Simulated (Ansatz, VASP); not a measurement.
**GaN: VASP beside Ansatz**

```xyz
4
Lattice="3.1927 0.0000 0.0000 -1.5964 2.7650 0.0000 0.0000 0.0000 5.1550" Properties=species:S:1:pos:R:3 pbc="T T T"
Ga    0.0000    1.8433   -0.0078
Ga    1.5964    0.9217    2.5698
N     0.0000    1.8433    1.9409
N     1.5964    0.9217    4.5184
```

Alike in both runs: functional LDA; k mesh 9 × 9 × 6; no spin polarisation.

Ansatz relaxed the structure, and its values are those at the end. VASP's run is a single point on that final structure, the one shown.

|  | VASP | Ansatz |
| --- | --- | --- |
| version | VASP 6.6.1 | Ansatz 0.2.0 |
| potentials or method | VASP PAW LDA potentials, release 64 (Ga_d, N_h) | scalar-relativistic, plane waves, PAW |
| plane-wave cutoff (eV) | 910 | 420 |
| occupations | gaussian, width 0.01 eV | fixed |
| valence electrons in the cell | 36 | 36 |

|  | VASP | Ansatz | Ansatz less VASP |
| --- | --- | --- | --- |
| gap on the k mesh at the Fermi level (eV) | 1.98 | 1.96 | -0.019 |
| least direct gap on the mesh (eV) | 1.98 | 1.96 | -0.019 |

LDA's correlation is that of Perdew and Zunger in VASP and of Perdew and Wang (1992) in Ansatz. Ansatz's warnings: stress scf threshold loose.

Noted on VASP's run: the cutoff is short for stress, so the pressure is rough.
